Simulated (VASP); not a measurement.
BN:

```
B N
1.0
     0.00000    1.76873    1.76873
     1.76873    0.00000    1.76873
     1.76873    1.76873    0.00000
B N
1 1
Direct
  0.00000 0.00000 0.00000
  0.25000 0.25000 0.25000
```

This cell differs from its parent crystal: strain -2.0%.

Base run:

```yaml
Program: VASP 6.6.1
Functional: r2SCAN
Potentials_or_basis: VASP PAW PBE potentials, release 64 (B, N)
Cutoff: 520 eV
k_mesh: 12 × 12 × 12
Occupations: gaussian, width 0.01 eV
Spin: no spin polarisation
```

Its results: band gap on the k mesh 5.05 eV, indirect (least direct gap 9.85 eV); pressure 27.9 GPa.

**Question.** The run is repeated on the same cell with these changes: functional from r2SCAN to PBE; k mesh from 12 × 12 × 12 to 6 × 6 × 6. What comes out?

**Answer.** Band gap on the k mesh 4.52 eV, indirect (least direct gap 9.13 eV); pressure 31.6 GPa.

Several settings changed at once, so the effect can't be laid on one alone.

Caveats: some runs use coarse meshes; the PAW data sets were made with another functional, which shifts forces and pressure a little (some runs).

A k mesh can miss the band edges.
